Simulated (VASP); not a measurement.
Here is a VASP 6.6.1 calculation.

Contents of INCAR:

```
SYSTEM = BaIr2
PREC = Accurate ; ENCUT = 600
EDIFF = 1E-7 ; ISMEAR = 0
SIGMA = 0.1 ; LREAL = .FALSE.
LASPH = .TRUE. ; NELM = 100
ALGO = Fast ; ISIF = 3
LWAVE = .FALSE. ; LCHARG = .FALSE.
GGA = PE ; IBRION = 2
NSW = 100 ; EDIFFG = -0.01
```

File KPOINTS:

```
regular mesh
0
G
  12 12 10
  0 0 0
```

Contents of POSCAR:

```
BaIr2
1.0
    4.2638715000      0.0000000000      0.0000000000
   -2.1319357000      3.6926210000      0.0000000000
    0.0000000000      0.0000000000      4.9916506000
Ba Ir
1 2
Direct
    0.0000000000      0.0000000000      0.0000000000
    0.6666667000      0.3333333000      0.5000000000
    0.3333333000      0.6666667000      0.5000000000
```

Potentials or basis: VASP PAW PBE potentials, release 64 (Ba_sv, Ir).

Run with:

```sh
$ cat potpaw_PBE.64/Ba_sv/POTCAR potpaw_PBE.64/Ir/POTCAR > POTCAR
$ mpirun -np 1 vasp_std > vasp.out
```

Task: Estimate the space group after relaxing (to 0.1 Å).

Result: P6/mmm (No. 191).

Task: Estimate the band gap on the k mesh.

Result: Zero (bands 14 and 15 overlap by 1.10 eV).

Task: Estimate the relaxed volume.

Result: 26.37 Å³/atom.

Task: Estimate the relaxed cell.

Result: a = 4.267 Å, b = 4.267 Å, c = 5.018 Å, α = 90.00°, β = 90.00°, γ = 120.00°.

Step by step:
| step | energy change (eV) | largest force (eV/Å) | pressure (GPa) | volume (Å³) |
| --- | --- | --- | --- | --- |
| 1 | 0.0000 | 0.0000 | 0.50 | 78.59 |
| 2 | 0.0002 | 0.0000 | -0.65 | 79.53 |
| 3 | -0.0007 | 0.0000 | -0.05 | 79.04 |
| 4 | -0.0010 | 0.0000 | 0.00 | 79.12 |

Caveat: spin-orbit coupling is left out, which moves the levels of the heavy elements.
